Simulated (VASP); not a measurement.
# Ba2MgB2 (I4/mmm) in VASP: further runs

Ba2MgB2 is run at these levels: PBE; tasks: single point.

All numbers are computed with VASP 6.6.1; they aren't measurements. Logs are shortened: lines on timing, memory, paths and dates and some standing lists are left out, and cuts for length are marked.

## (1) The cell of the first run

The structure is tetragonal, space group I4/mmm (No. 139). The conventional cell has a = 4.417 Å, b = 4.417 Å, c = 10.852 Å, α = 90.00°, β = 90.00°, γ = 90.00°. Within 3.5 Å of Ba (site symmetry -4m2) lie 4 B at 2.67 Å and 4 Ba at 3.12 Å and 4 Mg at 3.50 Å. Within 4.4 Å of Mg (site symmetry 4/mmm) lie 10 B at 3.35 to 4.21 Å and 8 Ba at 3.50 Å. B (site symmetry 4mm) has 1 B at 2.43 Å and 4 Ba at 2.67 Å within 3.2 Å.

## (2) Single point, PBE

Input file INCAR:

```
SYSTEM = Ba2MgB2
ALGO = Fast ; EDIFF = 1E-6
ENCUT = 520 ; GGA = PE
ISIF = 2 ; ISMEAR = 0
LASPH = .True. ; LCHARG = .False.
LREAL = .False. ; LWAVE = .False.
NBANDS = 22 ; NELM = 100
PREC = Accurate ; SIGMA = 0.1
```

Input file KPOINTS:

```
k-points
0
Gamma
  6 6 6
  0 0 0
```

Input file POSCAR:

```
Ba2MgB2
1.0
   -2.2085192418      2.2085192418      5.4261278003
    2.2085192418     -2.2085192418      5.4261278003
    2.2085192418      2.2085192418     -5.4261278003
Ba Mg B
2 1 2
Direct
    0.7500000000      0.2500000000      0.5000000000
    0.2500000000      0.7500000000      0.5000000000
    0.0000000000      0.0000000000      0.0000000000
    0.3880000000      0.3880000000      0.0000000000
    0.6120000000      0.6120000000      0.0000000000
```

Potentials or basis: VASP PAW PBE potentials, release 64 (Ba_sv, Mg, B).

Started as:

```bash
cat potpaw_PBE.64/Ba_sv/POTCAR potpaw_PBE.64/Mg/POTCAR potpaw_PBE.64/B/POTCAR > POTCAR
mpirun -np 1 vasp_std > vasp.out
```

OUTCAR:

```text
SYSTEM = Ba2MgB2
   EDIFF = 1E-6
   ENCUT = 520
   GGA = PE
   ISIF = 2
   ISMEAR = 0
   LASPH = .True.
   LREAL = .False.
   NELM = 100
   PREC = Accurate

 ion  position               nearest neighbor table
   1  0.750  0.250  0.500-   4 2.67   5 2.67   4 2.67   5 2.67   2 3.12   2 3.12   2 3.12   2 3.12
                             3 3.50   3 3.50   3 3.50   3 3.50
   2  0.250  0.750  0.500-   4 2.67   5 2.67   4 2.67   5 2.67   1 3.12   1 3.12   1 3.12   1 3.12
                             3 3.50   3 3.50   3 3.50   3 3.50
   3  0.000  0.000  0.000-   1 3.50   2 3.50   1 3.50   2 3.50   1 3.50   2 3.50   1 3.50   2 3.50

   4  0.388  0.388  0.000-   1 2.67   2 2.67   2 2.67   1 2.67
   5  0.612  0.612  0.000-   2 2.67   1 2.67   1 2.67   2 2.67

  LATTYP: Found a body centered tetragonal cell.
 ALAT       =     4.4170384836
 C/A-ratio  =     2.4569076409

  Lattice vectors:

 A1 = (  -2.2085192418,   2.2085192418,   5.4261278003)
 A2 = (   2.2085192418,  -2.2085192418,   5.4261278003)
 A3 = (   2.2085192418,   2.2085192418,  -5.4261278003)

Analysis of symmetry for initial positions (statically):
=====================================================================
 Subroutine PRICEL returns:
 Original cell was already a primitive cell.

 Routine SETGRP: Setting up the symmetry group for a
 body centered tetragonal supercell.

 Subroutine GETGRP returns: Found 16 space group operations
 (whereof 16 operations were pure point group operations)
 out of a pool of 16 trial point group operations.

The static configuration has the point symmetry D_4h.

Analysis of symmetry for dynamics (positions and initial velocities):
=====================================================================
 Subroutine PRICEL returns:
 Original cell was already a primitive cell.

 Routine SETGRP: Setting up the symmetry group for a
 body centered tetragonal supercell.

 Subroutine GETGRP returns: Found 16 space group operations
 (whereof 16 operations were pure point group operations)
 out of a pool of 16 trial point group operations.

The dynamic configuration has the point symmetry D_4h.

 Subroutine INISYM returns: Found 16 space group operations
 (whereof 16 operations are pure point group operations),
 and found     1 'primitive' translations

----------------------------------------------------------------------------------------

                                     Primitive cell

[... 93 lines left out ...]
   LASPH  =      T    aspherical Exc in radial PAW
   ENCUT  =  520.0 eV  38.22 Ry    6.18 a.u.  11.64 11.64 11.64*2*pi/ulx,y,z
   NELM   =    100;   NELMIN=  2; NELMDL= -5     # of ELM steps
   EDIFF  = 0.1E-05   stopping-criterion for ELM
   LREAL  =      F    real-space projection
   EDIFFG = 0.1E-04   stopping-criterion for IOM
   NSW    =      0    number of steps for IOM
   IBRION =     -1    ionic relax: 0-MD 1-quasi-New 2-CG
   NFREE  =      0    steps in history (QN), initial steepest desc. (CG)
   ISIF   =      2    stress and relaxation
   ISYM   =      2    0-nonsym 1-usesym 2-fastsym
   POTIM  = 0.5000    time-step for ionic-motion
   TEBEG  =    0.0;   TEEND  =   0.0 temperature during run
   PSTRESS=    0.0 pullay stress
   NELECT =      28.0000    total number of electrons
   NUPDOWN=      -1.0000    fix difference up-down
   EMIN   =  10.00;   EMAX   =-10.00  energy-range for DOS
   EFERMI =   0.00;   METHOD = LEGACY
   ISMEAR =     0;   SIGMA  =   0.10  broadening in eV -4-tet -1-fermi 0-gaus
   EFERMI_NEDOS =   21; number of points for ismear=-14 and -15
   IALGO  =     68    algorithm
   IMIX   =      4    mixing-type and parameters
     AMIX     =   0.40;   BMIX     =  1.00
     AMIX_MAG =   1.60;   BMIX_MAG =  1.00
  volume/ion in A,a.u.               =      21.17       142.88
  Fermi-wavevector in a.u.,A,eV,Ry     =   1.050856  1.985831 15.024903  1.104299
  Thomas-Fermi vector in A             =   2.185876
   LORBIT       =      0    0 simple, 1 ext, 2 COOP (PROOUT), +10 PAW based schemes
   GGA     = PE    functional components
   LHFCALC =     F    Hartree Fock is set to
   AEXX    =    0.0000 exact exchange contribution
   IVDW    =     0    specifies the selected vdW correction
   LEPSILON=     F    determine dielectric tensor
   LRPA    =     F    only Hartree local field effects (RPA)
 non-spin polarized calculation
 RMM-DIIS sequential band-by-band and
 Gauss-broadening in eV      SIGMA  =   0.10
  energy-cutoff  :      520.00
  volume of cell :      105.86
 maximum number of plane-waves:      2876
 NGX is ok and might be reduce to    48
   NGX = 23   NGY = 23   NGZ = 23

 number of electron      28.0000000 magnetization

 Free energy of the ion-electron system (eV)
  ---------------------------------------------------
  ext. energy  EPLUGINS =         0.00000000
  ---------------------------------------------------
  free energy    TOTEN  =       -10.97024608 eV

  energy without entropy =      -10.95262378  energy(sigma->0) =      -10.96143493

 E-fermi :   3.6970     XC(G=0):  -9.7365

 val. band max:        3.6928094588   @ k =   0.3333   0.3333  -0.0000
 cond. band min:       3.7025922218   @ k =  -0.3333   0.5000   0.1667
 fundamental gap:      0.0097827630
 Fermi energy:         3.6970383757

 k-point     1 :       0.0000    0.0000    0.0000
  band No.  band energies     occupation
      1     -24.4981      2.00000
      2     -23.1583      2.00000
      3     -10.9096      2.00000
      4     -10.9096      2.00000
      5     -10.0765      2.00000
      6      -8.4607      2.00000
[... 589 lines left out ...]
     21       8.2989      0.00000
     22       8.9635      0.00000

 [... further k-points ...]
[... 5 lines left out ...]
  --------------------------------------------------------------------------------------
  -------------------------------------------------------------------------------------
  Total       13.0426242     13.0426242      3.3276649      0.0000000      0.0000000      0.0000000
  in kB      197.3891052    197.3891052     50.3613995      0.0000000      0.0000000      0.0000000
  external PRESSURE =     148.3798700 kB  Pullay stress =       0.0000000 kB

 VOLUME and BASIS-vectors are now :
 -----------------------------------------------------------------------------
  energy-cutoff  :      520.00
  volume of cell :      105.86
      direct lattice vectors                 reciprocal lattice vectors
    -2.208519242  2.208519242  5.426127800     0.000000000  0.226396035  0.092146742
     2.208519242 -2.208519242  5.426127800     0.226396035  0.000000000  0.092146742
     2.208519242  2.208519242 -5.426127800     0.226396035  0.226396035  0.000000000

 POSITION                                       TOTAL-FORCE (eV/Angst)
 -----------------------------------------------------------------------------------
     -0.00000      2.20852      2.71306        -0.000000     -0.000000      0.000000
      2.20852     -0.00000      2.71306        -0.000000     -0.000000     -0.000000
      0.00000      0.00000      0.00000        -0.000000     -0.000000     -0.000000
      0.00000      0.00000      4.21068        -0.000000     -0.000000      4.152087
      0.00000      0.00000      6.64158         0.000000      0.000000     -4.152087
 -----------------------------------------------------------------------------------
    total drift:                               -0.000000     -0.000000      0.000000

  FREE ENERGIE OF THE ION-ELECTRON SYSTEM (eV)
  ---------------------------------------------------
  free  energy   TOTEN  =       -10.9702460804 eV

  energy  without entropy=      -10.9526237773  energy(sigma->0) =      -10.96143493
```

stdout:

```text
POSCAR found type information on POSCAR BaMgB
 POSCAR found :  3 types and       5 ions
 scaLAPACK will be used
 LDA part: xc-table for (Slater+PW92), standard interpolation
 POSCAR, INCAR and KPOINTS ok, starting setup
 FFT: planning ... GRIDC
 FFT: planning ... GRID_SOFT
 FFT: planning ... GRID
 WAVECAR not read
 entering main loop
```

Wall time 79 s (1 thread of Intel Xeon 6975P-C (Granite Rapids), shared host); peak memory 0.36 GiB.

Results:

```yaml
Free_energy: -10.9702 eV
Pressure: 14.8 GPa
Largest_force: 4.152 eV/Å
Band_gap_on_the_k_mesh: zero (band 14 reaches 3.82 eV, above the bottom of band 15 at 3.07 eV)
```

Forces in eV/Å, atoms in the order of the input:
```
Ba   0.000  0.000  0.000
Ba   0.000  0.000  0.000
Mg   0.000  0.000  0.000
B    0.000  0.000  4.152
B    0.000  0.000 -4.152
```

Stress tensor (GPa, compression positive):
```
19.74  0.00  0.00
 0.00 19.74  0.00
 0.00  0.00  5.04
```

Levels at points of the mesh, in eV from the Fermi level:
```tsv
k point	band 12	band 13	band 14	band 15	band 16	band 17
(0.00, 0.00, 0.00)	-2.10	-2.10	-0.50	-0.01	0.06	1.86
(0.50, 0.00, 0.00)	-1.27	-0.73	0.08	0.13	0.44	1.86
(0.50, 0.50, 0.00)	-1.90	-0.56	-0.32	0.39	1.09	1.47
(0.50, 0.50, 0.50)	-1.16	-1.16	0.11	0.18	0.18	0.19
```

Caveat: spin-orbit coupling is left out, which moves the levels of the heavy elements; forces of over 1 eV/Å act on the atoms, so gaps and moduli don't describe the material at rest.

## (3) Single point, PBE

This run uses another cell than the first one, of 27.92 Å³/atom, 1.319 times its volume.

Input file INCAR:

```
PREC = Accurate
ENCUT = 520
EDIFF = 1E-7
ISMEAR = 0
SIGMA = 0.1
LREAL = F
LASPH = T
NELM = 100
ALGO = Fast
ISIF = 2
LWAVE = F
LCHARG = T
GGA = PE
LELF = T
LVHAR = T
NBANDS = 22
```

Input file KPOINTS:

```
Automatic mesh
0
Gamma
  6 6 6
```

Input file POSCAR:

```
Ba2MgB2
1.0
   -2.8772187994      2.8772187994      4.2155181245
    2.8772187994     -2.8772187994      4.2155181245
    2.8772187994      2.8772187994     -4.2155181245
Ba Mg B
2 1 2
Direct
    0.7500000000      0.2500000000      0.5000000000
    0.2500000000      0.7500000000      0.5000000000
    0.0000000000      0.0000000000      0.0000000000
    0.4074622257      0.4074622257      0.0000000000
    0.5925377743      0.5925377743      0.0000000000
```

Potentials or basis: VASP PAW PBE potentials, release 64 (Ba_sv, Mg, B).

Started as:

```bash
cat potpaw_PBE.64/Ba_sv/POTCAR potpaw_PBE.64/Mg/POTCAR potpaw_PBE.64/B/POTCAR > POTCAR
mpirun -np 1 vasp_std > vasp.out
```

OUTCAR:

```text
PREC = Accurate
   ENCUT = 520
   EDIFF = 1E-7
   ISMEAR = 0
   LREAL = F
   LASPH = T
   NELM = 100
   ISIF = 2
   GGA = PE

 ion  position               nearest neighbor table
   1  0.750  0.250  0.500-   4 3.17   5 3.17   4 3.17   5 3.17   3 3.57   3 3.57   3 3.57   3 3.57
                             2 4.07   2 4.07   2 4.07   2 4.07   2 4.22   2 4.22
   2  0.250  0.750  0.500-   4 3.17   5 3.17   4 3.17   5 3.17   3 3.57   3 3.57   3 3.57   3 3.57
                             1 4.07   1 4.07   1 4.07   1 4.07   1 4.22   1 4.22
   3  0.000  0.000  0.000-   1 3.57   2 3.57   1 3.57   2 3.57   1 3.57   2 3.57   1 3.57   2 3.57

   4  0.407  0.407  0.000-   5 1.56   2 3.17   1 3.17   2 3.17   1 3.17
   5  0.593  0.593  0.000-   4 1.56   1 3.17   2 3.17   1 3.17   2 3.17

  LATTYP: Found a body centered tetragonal cell.
 ALAT       =     5.7544375988
 C/A-ratio  =     1.4651364454

  Lattice vectors:

 A1 = (  -2.8772187994,   2.8772187994,   4.2155181245)
 A2 = (   2.8772187994,  -2.8772187994,   4.2155181245)
 A3 = (   2.8772187994,   2.8772187994,  -4.2155181245)

Analysis of symmetry for initial positions (statically):
=====================================================================
 Subroutine PRICEL returns:
 Original cell was already a primitive cell.

 Routine SETGRP: Setting up the symmetry group for a
 body centered tetragonal supercell.

 Subroutine GETGRP returns: Found 16 space group operations
 (whereof 16 operations were pure point group operations)
 out of a pool of 16 trial point group operations.

The static configuration has the point symmetry D_4h.

Analysis of symmetry for dynamics (positions and initial velocities):
=====================================================================
 Subroutine PRICEL returns:
 Original cell was already a primitive cell.

 Routine SETGRP: Setting up the symmetry group for a
 body centered tetragonal supercell.

[... 124 lines left out ...]
   EFERMI =   0.00;   METHOD = LEGACY
   ISMEAR =     0;   SIGMA  =   0.10  broadening in eV -4-tet -1-fermi 0-gaus
   EFERMI_NEDOS =   21; number of points for ismear=-14 and -15
   IALGO  =     68    algorithm
   IMIX   =      4    mixing-type and parameters
     AMIX     =   0.40;   BMIX     =  1.00
     AMIX_MAG =   1.60;   BMIX_MAG =  1.00
  volume/ion in A,a.u.               =      27.92       188.40
  Fermi-wavevector in a.u.,A,eV,Ry     =   0.958316  1.810954 12.495168  0.918369
  Thomas-Fermi vector in A             =   2.087412
   LORBIT       =      0    0 simple, 1 ext, 2 COOP (PROOUT), +10 PAW based schemes
   GGA     = PE    functional components
   LHFCALC =     F    Hartree Fock is set to
   AEXX    =    0.0000 exact exchange contribution
   IVDW    =     0    specifies the selected vdW correction
   LEPSILON=     F    determine dielectric tensor
   LRPA    =     F    only Hartree local field effects (RPA)
 non-spin polarized calculation
 RMM-DIIS sequential band-by-band and
 Gauss-broadening in eV      SIGMA  =   0.10
  energy-cutoff  :      520.00
  volume of cell :      139.59
 maximum number of plane-waves:      3774
 NGX is ok and might be reduce to    48
   NGX = 21   NGY = 21   NGZ = 21

 number of electron      28.0000001 magnetization

 Free energy of the ion-electron system (eV)
  ---------------------------------------------------
  ext. energy  EPLUGINS =         0.00000000
  ---------------------------------------------------
  free energy    TOTEN  =       -16.38425351 eV

  energy without entropy =      -16.37790934  energy(sigma->0) =      -16.38108142

 E-fermi :   2.5838     XC(G=0):  -8.6389

 val. band max:        2.5768670471   @ k =  -0.1667   0.1667   0.0000
 cond. band min:       2.6070124940   @ k =  -0.3333   0.3333   0.3333
 fundamental gap:      0.0301454469
 Fermi energy:         2.5838454689

 k-point     1 :       0.0000    0.0000    0.0000
  band No.  band energies     occupation
      1     -25.6831      2.00000
      2     -25.5650      2.00000
      3     -11.1024      2.00000
      4     -11.1024      2.00000
      5     -11.0563      2.00000
      6     -10.7888      2.00000
[... 589 lines left out ...]
     21       5.5049      0.00000
     22       5.9459      0.00000

 [... further k-points ...]
[... 5 lines left out ...]
  --------------------------------------------------------------------------------------
  -------------------------------------------------------------------------------------
  Total        0.3541127      0.3541127      0.2018003      0.0000000     -0.0000000      0.0000000
  in kB        4.0643902      4.0643902      2.3161978      0.0000000     -0.0000000      0.0000000
  external PRESSURE =       3.4816594 kB  Pullay stress =       0.0000000 kB

 VOLUME and BASIS-vectors are now :
 -----------------------------------------------------------------------------
  energy-cutoff  :      520.00
  volume of cell :      139.59
      direct lattice vectors                 reciprocal lattice vectors
    -2.877218799  2.877218799  4.215518124     0.000000000  0.173778928  0.118609382
     2.877218799 -2.877218799  4.215518124     0.173778928  0.000000000  0.118609382
     2.877218799  2.877218799 -4.215518124     0.173778928  0.173778928  0.000000000

 POSITION                                       TOTAL-FORCE (eV/Angst)
 -----------------------------------------------------------------------------------
     -0.00000      2.87722      2.10776        -0.000000     -0.000000      0.000000
      2.87722     -0.00000      2.10776        -0.000000     -0.000000      0.000000
      0.00000      0.00000      0.00000        -0.000000     -0.000000      0.000000
      0.00000      0.00000      3.43533         0.000000      0.000000      0.033976
      0.00000      0.00000      4.99571        -0.000000     -0.000000     -0.033976
 -----------------------------------------------------------------------------------
    total drift:                               -0.000000     -0.000000      0.000000

  FREE ENERGIE OF THE ION-ELECTRON SYSTEM (eV)
  ---------------------------------------------------
  free  energy   TOTEN  =       -16.3842535076 eV

  energy  without entropy=      -16.3779093419  energy(sigma->0) =      -16.38108142
```

OSZICAR:

```text
N       E                     dE             d eps       ncg     rms          rms(c)
DAV:   1     0.160237264743E+03    0.16024E+03   -0.11516E+04  1320   0.106E+03
DAV:   2    -0.831205324547E+01   -0.16855E+03   -0.16165E+03  1834   0.200E+02
DAV:   3    -0.199487185095E+02   -0.11637E+02   -0.11544E+02  1804   0.558E+01
[... 11 lines left out ...]
RMM:  15    -0.163842526146E+02   -0.18387E-05   -0.29185E-05  2115   0.154E-02    0.216E-03
RMM:  16    -0.163842531566E+02   -0.54194E-06   -0.76879E-06  1852   0.704E-03    0.771E-04
RMM:  17    -0.163842533553E+02   -0.19875E-06   -0.26876E-06  1706   0.432E-03    0.377E-04
RMM:  18    -0.163842534741E+02   -0.11876E-06   -0.88556E-07  1441   0.283E-03    0.484E-04
RMM:  19    -0.163842535076E+02   -0.33515E-07   -0.21252E-07  1157   0.148E-03
   1 F= -.16384254E+02 E0= -.16381081E+02  d E =-.634417E-02
```

stdout:

```text
POSCAR found type information on POSCAR BaMgB
 POSCAR found :  3 types and       5 ions
 scaLAPACK will be used
 LDA part: xc-table for (Slater+PW92), standard interpolation
 POSCAR, INCAR and KPOINTS ok, starting setup
 FFT: planning ... GRIDC
 FFT: planning ... GRID_SOFT
 FFT: planning ... GRID
 WAVECAR not read
 entering main loop
WARNING in EDDRMM: call to ZHEGV failed, returncode =   6  3     16
WARNING in EDDRMM: call to ZHEGV failed, returncode =   8  4     12
WARNING in EDDRMM: call to ZHEGV failed, returncode =   6  3     10
 num prob  num prob WARNING in EDDRMM: call to ZHEGV failed, returncode =   6  3     19
WARNING in EDDRMM: call to ZHEGV failed, returncode =   6  3     10
WARNING in EDDRMM: call to ZHEGV failed, returncode =   6  3      9
 num prob WARNING in EDDRMM: call to ZHEGV failed, returncode =   8  4     16
WARNING in EDDRMM: call to ZHEGV failed, returncode =   6  3     14
 num prob WARNING in EDDRMM: call to ZHEGV failed, returncode =   6  3     19
 num prob RMM:  18    -0.163842534741E+02   -0.11876E-06   -0.88556E-07  1441   0.283E-03    0.484E-04
 num prob  num prob  num prob  num prob  num prob  num prob  num prob  num prob  num prob  num prob  num prob  num prob  num prob  num prob  num prob  num prob  num prob  num prob  num prob  num prob  num prob  num prob  num prob  num prob  num prob  num prob RMM:  19    -0.163842535076E+02   -0.33515E-07   -0.21252E-07  1157   0.148E-03
```

Wall time 98 s (1 thread of Intel Xeon 6975P-C (Granite Rapids), shared host); peak memory 0.37 GiB.

What came out:

```
Free energy            : -16.3843 eV
Pressure               : 0.3 GPa
Largest force          : 0.034 eV/Å
Band gap on the k mesh : zero (band 14 reaches 2.65 eV, above the bottom of band 15 at 2.58 eV)
```

Forces in eV/Å, atoms in the order of the input:
```
Ba   0.000  0.000  0.000
Ba   0.000  0.000  0.000
Mg   0.000  0.000  0.000
B    0.000  0.000  0.034
B    0.000  0.000 -0.034
```

Caveat: spin-orbit coupling is left out, which moves the levels of the heavy elements.
